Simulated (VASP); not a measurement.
Here is a VASP 6.6.1 calculation.

File INCAR:

```
SYSTEM = Li2Sn
  PREC = Accurate
  ENCUT = 520
  EDIFF = 1E-7
  ISMEAR = 0
  SIGMA = 0.1
  LREAL = .False.
  LASPH = .True.
  NELM = 80
  ALGO = Normal
  ISIF = 2
  LWAVE = .False.
  LCHARG = .True.
  GGA = PE
  LELF = .True.
  LVHAR = .True.
  NBANDS = 29
```

KPOINTS

```
Automatic mesh
0
Gamma
  6 6 6
  0 0 0
```

The input POSCAR:

```
Li2Sn
1.0
   -1.9372245317      1.9372245317      6.7356818061
    1.9372245317     -1.9372245317      6.7356818061
    1.9372245317      1.9372245317     -6.7356818061
Li Sn
4 2
Direct
    0.4165000000      0.4165000000      0.0000000000
    0.1665000000      0.6665000000      0.5000000000
    0.3335000000      0.8335000000      0.5000000000
    0.5835000000      0.5835000000      0.0000000000
    0.0000000000      0.0000000000      0.0000000000
    0.7500000000      0.2500000000      0.5000000000
```

Potentials or basis: VASP PAW PBE potentials, release 64 (Li_sv, Sn_d).

Launch:

```console
$ cat potpaw_PBE.64/Li_sv/POTCAR potpaw_PBE.64/Sn_d/POTCAR > POTCAR
$ mpirun -np 1 vasp_std > vasp.out
```

Predict the band gap on the k mesh.

zero (bands 20 and 21 overlap by 3.26 eV).

Predict the largest force.

0.022 eV/Å.

Forces on the atoms (eV/Å):
```
Li   0.000  0.000 -0.022
Li   0.000  0.000 -0.022
Li   0.000  0.000  0.022
Li   0.000  0.000  0.022
Sn   0.000  0.000  0.000
Sn   0.000  0.000  0.000
```

Caveat: spin-orbit coupling is left out, which moves the levels of the heavy elements.
